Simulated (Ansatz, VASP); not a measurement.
**One calculation of Co, two programs**

Contents of INCAR:

```
PREC = Accurate
ENCUT = 520
EDIFF = 1E-6
ISMEAR = -1
SIGMA = 0.05
LREAL = F
LASPH = T
NELM = 150
ALGO = Fast
ISIF = 2
LWAVE = F
LCHARG = F
ISPIN = 2
MAGMOM = 2 2 2 2
LORBIT = 11
LMAXMIX = 4
GGA = PE
ALDAC = 0.0
AGGAC = 0.0
NBANDS = 30
```

The input KPOINTS:

```
regular mesh
0
Gamma
  12 12 4
```

POSCAR

```
Co
1.0
    2.4705617809      0.0000000000      0.0000000000
   -1.2352808905      2.1395692639      0.0000000000
    0.0000000000      0.0000000000      8.0882338000
Co
4
Direct
    0.6666666667      0.3333333333      0.7500000000
    0.0000000000      0.0000000000      0.5000000000
    0.3333333333      0.6666666667      0.2500000000
    0.0000000000      0.0000000000      0.0000000000
```

The input input.yaml:

```yaml
crystal:
  lattice:
    - [2.4705617809, 0.0, 0.0]
    - [-1.2352808905, 2.1395692639, 0.0]
    - [0.0, 0.0, 8.0882338]
  atoms:
    - { symbol: Co, position: [0.6666666667, 0.3333333333, 0.75], spin: 2.0 }
    - { symbol: Co, position: [0.0, 0.0, 0.5], spin: 2.0 }
    - { symbol: Co, position: [0.3333333333, 0.6666666667, 0.25], spin: 2.0 }
    - { symbol: Co, position: [0.0, 0.0, 0.0], spin: 2.0 }
hamiltonian:
  xc: { exchange: pbe, correlation: none }
  pseudopotentials: { kind: paw }
magnetization:
  spin_polarized: true
kpoints:
  mp_grid: { grid: [12, 12, 4] }
  band_path:
    path:
      - [[0.0, 0.0, 0.0], [0.5, 0.0, 0.0], [0.3333333333, 0.3333333333, 0.0], [0.0, 0.0, 0.0], [0.0, 0.0, 0.5], [0.5, 0.0, 0.5], [0.3333333333, 0.3333333333, 0.5], [0.0, 0.0, 0.5]]
      - [[0.5, 0.0, 0.5], [0.5, 0.0, 0.0]]
      - [[0.3333333333, 0.3333333333, 0.0], [0.3333333333, 0.3333333333, 0.5]]
    npoints: 14
scf:
  occupations: { method: fermi_dirac, width: 0.05 }
  n_extra_bands: 10
output:
  forces: true
  stress: true
  eigenvalues: true
  fatbands: true
```

Alike in both runs: functional PBE exchange alone; k mesh 12 × 12 × 4; occupations fermi-dirac, width 0.05 eV; collinear spin.

|  | VASP | Ansatz |
| --- | --- | --- |
| version | VASP 6.6.1 | Ansatz 0.2.0 |
| potentials or method | VASP PAW PBE potentials, release 64 (Co) | Ansatz PAW |
| plane-wave cutoff (eV) | 520 | 420 |
| valence electrons in the cell | 36 | 68 |
| task | single point | band structure |

|  | VASP | Ansatz | Ansatz less VASP |
| --- | --- | --- | --- |
| gap on the k mesh at the Fermi level (eV) | none | none | - |
| net moment per atom (μB) | 1.69 | 1.70 | +0.008 |
| size of the moment on the site where the two differ most (μB) | 1.72 | 1.79 | +0.071 |

VASP's potentials were made for PBE, not for PBE exchange alone. Site moments also hang on the region over which each program counts them. A gap of «none» marks a metal or a gap that the smearing closes. With one functional, cell and mesh, what is left measures potentials, basis and numerics. VASP's potentials hold 36 valence electrons a cell and Ansatz's 68, so a difference there can come from the potentials and not from the codes.
